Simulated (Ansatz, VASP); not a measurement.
## One calculation of In, two programs

```xyz
4
Lattice="3.3393 0.0000 0.0000 -1.6696 2.8919 0.0000 0.0000 0.0000 23.2075" Properties=species:S:1:pos:R:3 pbc="T T T"
In    1.6696    0.9640    7.5000
In    0.0000    1.9279   10.2416
In    1.6696    0.9640   12.9659
In    0.0000    1.9279   15.7075
```

Alike in both runs: task single point; functional LDA; k mesh 9 × 9 × 1; occupations fermi-dirac, width 0.05 eV; no spin polarisation.

|  | VASP | Ansatz |
| --- | --- | --- |
| version | VASP 6.6.1 | Ansatz 0.2.0 |
| potentials or method | VASP PAW LDA potentials, release 64 (In_d), cutoff 520 eV | all-electron LAPW, scalar-relativistic |

Ansatz gave:

| Item | Value |
| --- | --- |
| gap on the k mesh at the Fermi level (eV) | none |
| rms of the force components (eV/Å) | 0.083 |

Problem. Which values does VASP return?

Solution. gap on the k mesh at the Fermi level (eV): none; rms of the force components (eV/Å): 0.081.

LDA's correlation is that of Perdew and Zunger in VASP and of Perdew and Wang (1992) in Ansatz. Atom by atom the forces differ by 0.002 eV/Å (rms over components). A gap of «none» marks a metal or a gap that the smearing closes. Ansatz ran all-electron here, and VASP with PAW potentials.
